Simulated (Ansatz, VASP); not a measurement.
One calculation of TaN, two programs

```
Ta N
1.0
     0.00000    2.21132    2.21132
     2.21132    0.00000    2.21132
     2.21132    2.21132    0.00000
Ta N
1 1
Direct
  0.50000 0.50000 0.50000
  0.00000 0.00000 0.00000
```

Alike in both runs: task single point; functional PBE; k mesh 10 × 10 × 10; occupations gaussian, width 0.013 eV; no spin polarisation.

|  | VASP | Ansatz |
| --- | --- | --- |
| version | VASP 6.6.1 | Ansatz 0.2.0 |
| potentials or method | VASP PAW PBE potentials, release 64 (Ta_pv, N), cutoff 520 eV | all-electron LAPW, scalar-relativistic |

VASP gave:

```
gap on the k mesh at the Fermi level (eV) : none
pressure (GPa)                            : -0.6
```

**Question.** Which values does Ansatz return?

**Answer.** gap on the k mesh at the Fermi level (eV): none; pressure (GPa): -1.2.

A gap of «none» marks a metal or a gap that the smearing closes. Ansatz ran all-electron here, and VASP with PAW potentials.

Spin-orbit coupling is off throughout.
